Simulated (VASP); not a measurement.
# Al2Rh3 (R-3c) in VASP: single point with r2SCAN

Aim: the single point of Al2Rh3 with r2SCAN.

Everything below comes from runs of VASP 6.6.1. Logs are shortened: lines on timing, memory, paths and dates and some standing lists are left out, and cuts for length are marked.

## Step 1: The cell of the first run

It takes space group R-3c (No. 167, trigonal). The conventional cell has a = 6.423 Å, b = 6.423 Å, c = 12.494 Å, α = 90.00°, β = 90.00°, γ = 120.00°. Within 3.2 Å of Al (site symmetry 3) lie 6 Rh at 2.40 to 2.49 Å and 1 Al at 2.63 Å. Rh (site symmetry 2) has 4 Al at 2.40 to 2.49 Å and 8 Rh at 2.80 to 3.17 Å within 3.2 Å.

## Step 2: Single point, r2SCAN

POSCAR

```
Al2Rh3
1.0
    3.2116648308      5.5627666638      0.0000000000
   -3.2116648308      5.5627666638      0.0000000000
    0.0000000000     -3.7085111092      4.1647869971
Al Rh
4 6
Direct
    0.3948633673      0.3948633673      0.1845901018
    0.1051366327      0.1051366327      0.3154098982
    0.6051366327      0.6051366327      0.8154098982
    0.8948633673      0.8948633673      0.6845901018
    0.5166589121      0.9833410879      0.7500000000
    0.2500000000      0.5166589121      0.7500000000
    0.9833410879      0.2500000000      0.7500000000
    0.4833410879      0.0166589121      0.2500000000
    0.7500000000      0.4833410879      0.2500000000
    0.0166589121      0.7500000000      0.2500000000
```

INCAR.step1

```
  ALGO = Normal
  EDIFF = 1E-4
  ENCUT = 520
  GGA = PE
  ISMEAR = -1
  LASPH = True
  LCHARG = False
  LREAL = False
  LWAVE = True
  NBANDS = 62
  NELM = 100
  PREC = Accurate
  SIGMA = 0.0545
```

INCAR.step2

```
  ALGO = Normal
  EDIFF = 1E-7
  ENCUT = 520
  ISIF = 2
  ISMEAR = -1
  ISTART = 1
  LASPH = True
  LCHARG = False
  LMIXTAU = True
  LREAL = False
  LWAVE = False
  METAGGA = R2SCAN
  NBANDS = 62
  NELM = 100
  PREC = Accurate
  SIGMA = 0.0545
```

KPOINTS

```
k-points
0
Gamma
  5 5 5
```

Potentials or basis: VASP PAW PBE potentials, release 64 (Al, Rh_pv).

The run is started by

```bash
$ cat potpaw_PBE.64/Al/POTCAR potpaw_PBE.64/Rh_pv/POTCAR > POTCAR
$ cp INCAR.step1 INCAR
$ mpirun -np 1 vasp_std > vasp.out
$ cp INCAR.step2 INCAR
$ mpirun -np 1 vasp_std > vasp.out
```

OUTCAR:

```text
EDIFF = 1E-7
   ENCUT = 520
   ISIF = 2
   ISMEAR = -1
   ISTART = 1
   LASPH = True
   LREAL = False
   METAGGA = R2SCAN
   NELM = 100
   PREC = Accurate

 ion  position               nearest neighbor table
   1  0.395  0.395  0.185-   9 2.40  10 2.40   8 2.40   6 2.49   5 2.49   7 2.49   3 2.63   5 3.35
                             7 3.35   6 3.35
   2  0.105  0.105  0.315-  10 2.40   9 2.40   8 2.40   7 2.49   5 2.49   6 2.49   4 2.63   5 3.35
                             6 3.35   7 3.35
   3  0.605  0.605  0.815-   6 2.40   7 2.40   5 2.40   9 2.49   8 2.49  10 2.49   1 2.63   8 3.35
                            10 3.35   9 3.35
   4  0.895  0.895  0.685-   7 2.40   6 2.40   5 2.40  10 2.49   8 2.49   9 2.49   2 2.63   8 3.35
                             9 3.35  10 3.35
   5  0.517  0.983  0.750-   3 2.40   4 2.40   1 2.49   2 2.49   8 2.80   8 2.80   6 2.97   7 2.97
                             9 3.17  10 3.17  10 3.17   9 3.17   1 3.35   2 3.35
   6  0.250  0.517  0.750-   3 2.40   4 2.40   1 2.49   2 2.49   9 2.80   9 2.80   7 2.97   5 2.97
                             8 3.17  10 3.17  10 3.17   8 3.17   2 3.35   1 3.35
   7  0.983  0.250  0.750-   4 2.40   3 2.40   2 2.49   1 2.49  10 2.80  10 2.80   6 2.97   5 2.97
                             8 3.17   9 3.17   9 3.17   8 3.17   1 3.35   2 3.35
   8  0.483  0.017  0.250-   1 2.40   2 2.40   3 2.49   4 2.49   5 2.80   5 2.80  10 2.97   9 2.97
                             7 3.17   6 3.17   6 3.17   7 3.17   4 3.35   3 3.35
   9  0.750  0.483  0.250-   1 2.40   2 2.40   3 2.49   4 2.49   6 2.80   6 2.80  10 2.97   8 2.97
                             5 3.17   7 3.17   7 3.17   5 3.17   4 3.35   3 3.35
  10  0.017  0.750  0.250-   2 2.40   1 2.40   4 2.49   3 2.49   7 2.80   7 2.80   9 2.97   8 2.97
                             5 3.17   6 3.17   6 3.17   5 3.17   3 3.35   4 3.35

  LATTYP: Found a trigonal (rhomboedric) cell.
 ALAT       =     5.5766033908
 COS(alpha) =     0.3366375098

  Lattice vectors:

 A1 = (   3.2116648308,   1.8542555546,   4.1647869971)
 A2 = (  -3.2116648308,   1.8542555546,   4.1647869971)
 A3 = (   0.0000000000,  -3.7085111092,   4.1647869971)

Analysis of symmetry for initial positions (statically):
=====================================================================
 Subroutine PRICEL returns:
 Original cell was already a primitive cell.

 Routine SETGRP: Setting up the symmetry group for a
 trigonal (rhombohedral) supercell.

 Subroutine GETGRP returns: Found 12 space group operations
 (whereof  6 operations were pure point group operations)
 out of a pool of 12 trial point group operations.

The static configuration has the point symmetry S_6 .
 The point group associated with its full space group is D_3d.

Analysis of symmetry for dynamics (positions and initial velocities):
=====================================================================
 Subroutine PRICEL returns:
 Original cell was already a primitive cell.

 Routine SETGRP: Setting up the symmetry group for a
 trigonal (rhombohedral) supercell.

 Subroutine GETGRP returns: Found 12 space group operations
 (whereof  6 operations were pure point group operations)
 out of a pool of 12 trial point group operations.

The dynamic configuration has the point symmetry S_6 .
 The point group associated with its full space group is D_3d.

 Subroutine INISYM returns: Found 12 space group operations
 (whereof  6 operations are pure point group operations),
 and found     1 'primitive' translations

----------------------------------------------------------------------------------------

                                     Primitive cell

  volume of cell :     148.8140

  direct lattice vectors                    reciprocal lattice vectors
     3.211664831  5.562766664  0.000000000     0.155682497  0.089883331  0.080036106
    -3.211664831  5.562766664  0.000000000    -0.155682497  0.089883331  0.080036106
     0.000000000 -3.708511109  4.164786997     0.000000000  0.000000000  0.240108318

  length of vectors
     6.423329662  6.423329662  5.576603391     0.196778635  0.196778635  0.240108318

  position of ions in fractional coordinates (direct lattice)
     0.394863367  0.394863367  0.184590102
     0.105136633  0.105136633  0.315409898
     0.605136633  0.605136633  0.815409898
     0.894863367  0.894863367  0.684590102
     0.516658912  0.983341088  0.750000000
     0.250000000  0.516658912  0.750000000
     0.983341088  0.250000000  0.750000000
     0.483341088  0.016658912  0.250000000
     0.750000000  0.483341088  0.250000000
     0.016658912  0.750000000  0.250000000

  ion indices of the primitive-cell ions
   primitive index   ion index
                 1           1
                 2           2
                 3           3
                 4           4
                 5           5
                 6           6
                 7           7
                 8           8
                 9           9
                10          10

----------------------------------------------------------------------------------------

 KPOINTS: k-points

Automatic generation of k-mesh.
 Grid dimensions read from file:
 generate k-points for:    5    5    5

 Generating k-lattice:

  Cartesian coordinates                     Fractional coordinates (reciprocal lattice)
     0.031136499  0.017976666  0.016007221     0.200000000  0.000000000  0.000000000
    -0.031136499  0.017976666  0.016007221     0.000000000  0.200000000  0.000000000
     0.000000000  0.000000000  0.048021664     0.000000000  0.000000000  0.200000000

  Length of vectors
     0.039355727  0.039355727  0.048021664

  Shift w.r.t. Gamma in fractional coordinates (k-lattice)
     0.000000000  0.000000000  0.000000000

 Subroutine IBZKPT returns following result:
 ===========================================

 Found     19 irreducible k-points:

 Following reciprocal coordinates:
            Coordinates               Weight
  0.000000  0.000000  0.000000      1.000000
  0.200000 -0.000000  0.000000      6.000000
  0.400000  0.000000  0.000000      6.000000
  0.200000  0.200000  0.000000      6.000000
  0.400000  0.200000  0.000000     12.000000
 -0.400000  0.200000 -0.000000     12.000000
[... 11 lines left out ...]
  0.000000  0.000000  0.400000      2.000000
  0.200000 -0.000000  0.400000      6.000000
   k-points           NKPTS =     19   k-points in BZ     NKDIM =     19   number of bands    NBANDS=     62
   number of dos      NEDOS =    301   number of ions     NIONS =     10
   total plane-waves  NPLWV =  96768
   dimension x,y,z NGX =    48 NGY =   48 NGZ =   42
   dimension x,y,z NGXF=    96 NGYF=   96 NGZF=   84
   ions per type =               4   6
   NGX,Y,Z   is equivalent  to a cutoff of  12.42, 12.42, 12.52 a.u.
   NGXF,Y,Z  is equivalent  to a cutoff of  24.85, 24.85, 25.04 a.u.
 SYSTEM =  unknown system
   PREC   = accura    normal or accurate (medium, high low for compatibility)
   ISTART =      1    job   : 0-new  1-cont  2-samecut
   ICHARG =      0    charge: 1-file 2-atom 10-const
   ISPIN  =      1    spin polarized calculation?
   LNONCOLLINEAR =      F non collinear calculations
   LSORBIT =      F    spin-orbit coupling
   LASPH  =      T    aspherical Exc in radial PAW
   ENCUT  =  520.0 eV  38.22 Ry    6.18 a.u.  11.94 11.94 10.37*2*pi/ulx,y,z
   NELM   =    100;   NELMIN=  2; NELMDL=  0     # of ELM steps
   EDIFF  = 0.1E-06   stopping-criterion for ELM
   LREAL  =      F    real-space projection
   EDIFFG = 0.1E-05   stopping-criterion for IOM
   NSW    =      0    number of steps for IOM
   IBRION =     -1    ionic relax: 0-MD 1-quasi-New 2-CG
   NFREE  =      0    steps in history (QN), initial steepest desc. (CG)
   ISIF   =      2    stress and relaxation
   ISYM   =      2    0-nonsym 1-usesym 2-fastsym
   POTIM  = 0.5000    time-step for ionic-motion
   TEBEG  =    0.0;   TEEND  =   0.0 temperature during run
   PSTRESS=    0.0 pullay stress
   NELECT =     102.0000    total number of electrons
   NUPDOWN=      -1.0000    fix difference up-down
   EMIN   =  10.00;   EMAX   =-10.00  energy-range for DOS
   EFERMI =   0.00;   METHOD = LEGACY
   ISMEAR =    -1;   SIGMA  =   0.05  broadening in eV -4-tet -1-fermi 0-gaus
   EFERMI_NEDOS =   21; number of points for ismear=-14 and -15
   IALGO  =     38    algorithm
   IMIX   =      4    mixing-type and parameters
     AMIX     =   0.40;   BMIX     =  1.00
     AMIX_MAG =   1.60;   BMIX_MAG =  1.00
  volume/ion in A,a.u.               =      14.88       100.42
  Fermi-wavevector in a.u.,A,eV,Ry     =   1.443423  2.727674 28.347328  2.083470
  Thomas-Fermi vector in A             =   2.561832
   LORBIT       =      0    0 simple, 1 ext, 2 COOP (PROOUT), +10 PAW based schemes
   METAGGA = R2SCAN    functional components
   LHFCALC =     F    Hartree Fock is set to
   AEXX    =    0.0000 exact exchange contribution
   IVDW    =     0    specifies the selected vdW correction
   LEPSILON=     F    determine dielectric tensor
   LRPA    =     F    only Hartree local field effects (RPA)
 non-spin polarized calculation
  energy-cutoff  :      520.00
  volume of cell :      148.81
 maximum number of plane-waves:      4042
   NGX = 23   NGY = 23   NGZ = 21

 number of electron     102.0000010 magnetization

 Free energy of the ion-electron system (eV)
  ---------------------------------------------------
  ext. energy  EPLUGINS =         0.00000000
  ---------------------------------------------------
  free energy    TOTEN  =      -175.73657683 eV

  energy without entropy =     -175.63676871  energy(sigma->0) =     -175.68667277

 E-fermi :   8.9682     XC(G=0): -13.1304

 val. band max:        8.9660548824   @ k =  -0.4000   0.0000   0.2000
 cond. band min:       8.9734947660   @ k =   0.4000   0.0000   0.0000
 fundamental gap:      0.0074398835
 Fermi energy:         8.9681977997

 k-point     1 :       0.0000    0.0000    0.0000
  band No.  band energies     occupation
      1     -38.3047      2.00000
      2     -38.2823      2.00000
      3     -38.2823      2.00000
      4     -38.2686      2.00000
      5     -38.2456      2.00000
      6     -38.2048      2.00000
[... 1224 lines left out ...]
     61      15.7042      0.00000
     62      16.2235      0.00000

------------------------ aborting loop because EDIFF is reached ----------------------------------------

  FORCE on cell =-STRESS in cart. coord.  units (eV):
  Direction    XX          YY          ZZ          XY          YZ          ZX
  --------------------------------------------------------------------------------------
  -------------------------------------------------------------------------------------
  Total        0.2671884      0.2671884      0.1330507      0.0000000      0.0000000     -0.0000000
  in kB        2.8766322      2.8766322      1.4324642      0.0000000      0.0000000     -0.0000000
  external PRESSURE =       2.3952429 kB  Pullay stress =       0.0000000 kB

 VOLUME and BASIS-vectors are now :
 -----------------------------------------------------------------------------
  energy-cutoff  :      520.00
  volume of cell :      148.81
      direct lattice vectors                 reciprocal lattice vectors
     3.211664831  5.562766664  0.000000000     0.155682497  0.089883331  0.080036106
    -3.211664831  5.562766664  0.000000000    -0.155682497  0.089883331  0.080036106
     0.000000000 -3.708511109  4.164786997     0.000000000  0.000000000  0.240108318

 POSITION                                       TOTAL-FORCE (eV/Angst)
 -----------------------------------------------------------------------------------
      0.00000      3.70851      0.76878         0.000000      0.000000      0.014288
      0.00000     -0.00000      1.31362         0.000000      0.000000     -0.014288
      0.00000      3.70851      3.39601         0.000000      0.000000     -0.014288
      0.00000      7.41702      2.85117         0.000000      0.000000      0.014288
     -1.49883      5.56277      3.12359         0.006933      0.000000      0.000000
     -0.85642      1.48336      3.12359        -0.003466      0.006004     -0.000000
      2.35525      4.07941      3.12359        -0.003466     -0.006004      0.000000
      1.49883      1.85426      1.04120        -0.006933      0.000000      0.000000
      0.85642      5.93366      1.04120         0.003466     -0.006004      0.000000
     -2.35525      3.33762      1.04120         0.003466      0.006004     -0.000000
 -----------------------------------------------------------------------------------
    total drift:                                0.000000     -0.000001      0.000001

  FREE ENERGIE OF THE ION-ELECTRON SYSTEM (eV)
  ---------------------------------------------------
  free  energy   TOTEN  =      -175.7365768293 eV

  energy  without entropy=     -175.6367687087  energy(sigma->0) =     -175.68667277
```

Wall time 12 min (1 thread of Intel Xeon Platinum 8259CL at 2.50GHz (Skylake/Cascade Lake), shared host); peak memory 0.4 GiB.

Results:

| Item | Value |
| --- | --- |
| Free energy | -175.7366 eV |
| Pressure | 0.2 GPa |
| Largest force | 0.014 eV/Å |
| Band gap on the k mesh | zero (band 51 reaches 9.53 eV, above the bottom of band 52 at 8.90 eV) |

Forces on the atoms (eV/Å):
```
Al   0.000  0.000  0.014
Al   0.000  0.000 -0.014
Al   0.000  0.000 -0.014
Al   0.000  0.000  0.014
Rh   0.007  0.000  0.000
Rh  -0.003  0.006  0.000
Rh  -0.003 -0.006  0.000
Rh  -0.007  0.000  0.000
Rh   0.003 -0.006  0.000
Rh   0.003  0.006  0.000
```

Levels at points of the mesh, in eV from the Fermi level:
```
           k point  band 47  band 48  band 49  band 50  band 51  band 52  band 53  band 54  band 55  band 56
(0.00, 0.00, 0.00)    -0.55    -0.54    -0.54     0.02     0.56     0.56     1.00     1.00     1.64     2.12
```

Caveat: the PAW data sets were made with another functional, which shifts forces and pressure a little.
